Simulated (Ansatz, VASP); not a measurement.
**Two plane-wave programs on AgBr**

```
Ag Br
1.0
     0.00000    2.77110    2.77110
     2.77110    0.00000    2.77110
     2.77110    2.77110    0.00000
Ag Br
1 1
Direct
  0.00000 0.00000 0.00000
  0.50000 0.50000 0.50000
```

Alike in both runs: functional PBE; k mesh 9 × 9 × 9; occupations fermi-dirac, width 0.03 eV; no spin polarisation.

Ansatz relaxed the structure, and its values are those at the end. VASP's run is a single point on that final structure, the one shown.

```csv
,VASP,Ansatz
version,VASP 6.6.1,Ansatz 0.2.0
potentials or method,"VASP PAW PBE potentials, release 64 (Ag, Br)","PAW with Ansatz's default frozen-core files, scalar-relativistic"
plane-wave cutoff (eV),500,420
valence electrons in the cell,18,26
```

```csv
,VASP,Ansatz,Ansatz less VASP
pressure (GPa),9.3,9.3,+0.05
```

With one functional, cell and mesh, what is left measures potentials, basis and numerics. VASP's potentials hold 18 valence electrons a cell and Ansatz's 26, so a difference there can come from the potentials and not from the codes. Ansatz's warnings: stress scf threshold loose.
